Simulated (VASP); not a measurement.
A run of VASP 6.6.1 is set up as follows.

Contents of INCAR:

```
SYSTEM = Ca8C
PREC = Accurate
ENCUT = 520
EDIFF = 1E-6
ISMEAR = 0
SIGMA = 0.1
LREAL = .FALSE.
LASPH = .TRUE.
NELM = 100
ALGO = Normal
ISIF = 2
LWAVE = .FALSE.
LCHARG = .FALSE.
LDIPOL = .TRUE.
IDIPOL = 3
DIPOL = 0.5 0.5 0.319
GGA = PE
NBANDS = 52
```

Contents of KPOINTS:

```
regular mesh
0
G
  6 6 1
  0 0 0
```

File POSCAR:

```
Ca8C
1.0
    7.8132359333      0.0000000000      0.0000000000
   -3.9066179666      6.7664608040      0.0000000000
    0.0000000000      0.0000000000     18.4977493743
Ca C
8 1
Direct
    0.3333333333      0.1666666667      0.2162425233
    0.3333333333      0.6666666667      0.2162425233
    0.8333333333      0.1666666667      0.2162425233
    0.8333333333      0.6666666667      0.2162425233
    0.1666666667      0.3333333333      0.3783027455
    0.1666666667      0.8333333333      0.3783027455
    0.6666666667      0.3333333333      0.3783027455
    0.6666666667      0.8333333333      0.3783027455
    0.1666666667      0.3333333333      0.4956171212
```

Potentials or basis: VASP PAW PBE potentials, release 64 (Ca_sv, C).

The run is started by

```sh
$ cat potpaw_PBE.64/Ca_sv/POTCAR potpaw_PBE.64/C/POTCAR > POTCAR
$ mpirun -np 1 vasp_std > vasp.out
```

Question: Predict the largest force.

Answer: 0.852 eV/Å.

Question: Estimate the band gap on the k mesh.

Answer: Zero (band 42 reaches -1.55 eV, above the bottom of band 43 at -1.78 eV).

Forces in eV/Å, atoms in the order of the input:
```
Ca   0.000  0.000 -0.088
Ca   0.000  0.000 -0.088
Ca   0.000  0.000 -0.088
Ca   0.000  0.000 -0.037
Ca   0.000  0.000 -0.852
Ca  -0.027 -0.015  0.371
Ca   0.000  0.031  0.371
Ca   0.027 -0.015  0.371
C    0.000  0.000  0.039
```
